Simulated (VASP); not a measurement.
Write the native input for VASP 6.6.1 that does the following.

```yaml
Task: single point
Functional: PBE
Potentials_or_basis: VASP PAW PBE potentials, release 64 (Dy_3, W_sv), 4f in core
Cutoff: 500 eV
k_mesh: 12 × 12 × 12
Occupations: gaussian, width 0.1 eV
Spin: no spin polarisation
Dipole_correction: no
Further_INCAR_settings: ALGO = Normal; EDIFF = 1e-06; NBANDS = 26
```

The structure of DyW2 lies in POSCAR:

```
DyW2
1.0
    0.0000000000      3.2078191263      3.2078191263
    3.2078191263      0.0000000000      3.2078191263
    3.2078191263      3.2078191263      0.0000000000
Dy W
1 2
Direct
    0.5000000000      0.5000000000      0.5000000000
    0.0000000000      0.0000000000      0.0000000000
    0.2500000000      0.2500000000      0.2500000000
```

The cell was generated, and may not be a known phase.

One way to write it, as run:

INCAR

```
SYSTEM = DyW2
PREC = Accurate ; ENCUT = 500
EDIFF = 1E-6 ; ISMEAR = 0
SIGMA = 0.1 ; LREAL = .FALSE.
LASPH = .TRUE. ; NELM = 200
ALGO = Normal ; ISIF = 2
LWAVE = .FALSE. ; LCHARG = .TRUE.
GGA = PE ; LELF = .TRUE.
LVHAR = .TRUE. ; NBANDS = 26
GGA_COMPAT = .FALSE. ; LMAXMIX = 6
```

KPOINTS

```
Automatic mesh
0
G
  12 12 12
  0 0 0
```

Potentials or basis: VASP PAW PBE potentials, release 64 (Dy_3, W_sv), 4f in core.

Launch:

```console
$ cat potpaw_PBE.64/Dy_3/POTCAR potpaw_PBE.64/W_sv/POTCAR > POTCAR
$ mpirun -np 1 vasp_std > vasp.out
```

It gave:

```json
{"Pressure": "0.5 GPa", "Band gap on the k mesh": "zero (an odd number of electrons rules out a gap without spin polarisation)"}
```

Caveat: spin-orbit coupling is left out, which moves the levels of the heavy elements; the 4f electrons are frozen in the core, so they carry no moment and show no levels.

Run time: 71 s on 1 thread of Intel(R) Xeon(R) 6975P-C (Granite Rapids), with other jobs on the host, peak memory 0.27 GiB.
